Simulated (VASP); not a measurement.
A run of VASP 6.6.1 is set up as follows.

Contents of INCAR:

```
ALGO = Normal
EDIFF = 1E-6
ENCUT = 520
GGA = CA
ISIF = 2
ISMEAR = -1
LASPH = T
LCHARG = F
LREAL = F
LWAVE = F
NBANDS = 32
NELM = 100
PREC = Accurate
SIGMA = 0.08
```

Contents of KPOINTS:

```
k-points
0
Gamma
  14 14 14
```

Contents of POSCAR:

```
Lu
1.0
    0.0000000000      2.2979360607      2.2979360607
    2.2979360607      0.0000000000      2.2979360607
    2.2979360607      2.2979360607      0.0000000000
Lu
2
Direct
   -0.1250000000     -0.1250000000     -0.1250000000
    0.1250000000      0.1250000000      0.1250000000
```

Potentials or basis: VASP PAW PBE potentials, release 64 (Lu).

The run is started by

```console
$ cat potpaw_PBE.64/Lu/POTCAR > POTCAR
$ mpirun -np 1 vasp_std > vasp.out
```

(1) Estimate the band gap on the k mesh.

(2) What does it give for the pressure?

Results:

(1) zero (band 25 reaches 7.30 eV, above the bottom of band 26 at 5.41 eV).

(2) 317.7 GPa.

Caveat: the PAW data sets were made with another functional, which shifts forces and pressure a little; spin-orbit coupling is left out, which moves the levels of the heavy elements.
